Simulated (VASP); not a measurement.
Crystal: TiO2.

```
CELL_PARAMETERS angstrom
6.19433 -1.89594 0.00000
6.19433 1.89594 0.00000
-1.94110 0.00000 6.37088
ATOMIC_POSITIONS crystal
Ti 0.90007 0.90007 0.28960
Ti 0.19529 0.19529 0.28376
Ti 0.09993 0.09993 0.71040
Ti 0.80471 0.80471 0.71624
O 0.36193 0.36193 0.29340
O 0.26349 0.26349 0.65250
O 0.86719 0.86719 0.99529
O 0.73651 0.73651 0.34750
O 0.94165 0.94165 0.63002
O 0.13281 0.13281 0.00471
O 0.63807 0.63807 0.70660
O 0.05835 0.05835 0.36998
```

Base run:

* Program: VASP 6.6.1
* Functional: BLYP
* Dispersion: D4
* Potentials or basis: VASP PAW PBE potentials, release 64 (Ti_sv, O)
* Cutoff: 520 eV
* k mesh: 8 × 8 × 4
* Occupations: fermi-dirac, width 0.05 eV
* Spin: no spin polarisation

Its results: band gap on the k mesh 2.64 eV (least direct gap 2.81 eV); pressure -5.0 GPa; largest force 0.301 eV/Å.

Question: The run is repeated on the same cell with these changes: functional from BLYP to revPBE. What comes out?

Answer: Band gap on the k mesh 2.68 eV (least direct gap 2.84 eV); pressure -7.5 GPa; largest force 0.357 eV/Å.

Caveats: the cell stands under tension; the PAW data sets were made with another functional, which shifts forces and pressure a little.

A k mesh can miss the band edges.
